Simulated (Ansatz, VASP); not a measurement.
**ZnSe: VASP beside Ansatz**

INCAR

```
PREC = Accurate ; ENCUT = 520
EDIFF = 1E-6 ; ISMEAR = 0
SIGMA = 0.05 ; LREAL = F
LASPH = T ; NELM = 60
ALGO = Normal ; ISIF = 2
LWAVE = F ; LCHARG = F
GGA = PS ; NBANDS = 16
```

Contents of KPOINTS:

```
Automatic mesh
0
Gamma
  8 8 8
```

The input POSCAR:

```
ZnSe
1.0
    0.0000000000      2.6148208097      2.6148208097
    2.6148208097      0.0000000000      2.6148208097
    2.6148208097      2.6148208097      0.0000000000
Zn Se
1 1
Direct
    0.0000000000      0.0000000000      0.0000000000
    0.2500000000      0.2500000000      0.2500000000
```

Input for Ansatz:

```yaml
crystal:
  lattice:
    - [0.0, 2.6148208097, 2.6148208097]
    - [2.6148208097, 0.0, 2.6148208097]
    - [2.6148208097, 2.6148208097, 0.0]
  atoms:
    - { symbol: Zn, position: [0.0, 0.0, 0.0] }
    - { symbol: Se, position: [0.25, 0.25, 0.25] }
basis:
  ecutwfc: 420
  ecutrho_ratio: 4
kpoints:
  mp_grid: { grid: [8, 8, 8] }
hamiltonian:
  xc: pbesol
scf:
  occupations: { method: gaussian, width: 0.05 }
output:
  forces: true
  stress: true
  eigenvalues: true
```

Alike in both runs: task single point; functional PBEsol; k mesh 8 × 8 × 8; occupations gaussian, width 0.05 eV; no spin polarisation.

|  | VASP | Ansatz |
| --- | --- | --- |
| version | VASP 6.6.1 | Ansatz 0.2.0 |
| potentials or method | VASP PAW PBE potentials, release 64 (Zn, Se), cutoff 520 eV | scalar-relativistic, plane waves, PAW |
| valence electrons in the cell | 18 | 28 |

VASP gave:

```
gap on the k mesh at the Fermi level (eV) : 2.18
least direct gap on the mesh (eV)         : 2.22
pressure (GPa)                            : 24.7
```

Q: Estimate Ansatz's values.

A: gap on the k mesh at the Fermi level (eV): 2.19; least direct gap on the mesh (eV): 2.19; pressure (GPa): 24.1.

VASP's potentials were made for PBE, not for PBEsol. The functional is the same, so the differences come from potentials, cutoffs and numerics. VASP's potentials hold 18 valence electrons a cell and Ansatz's 28, so a difference there can come from the potentials and not from the codes.
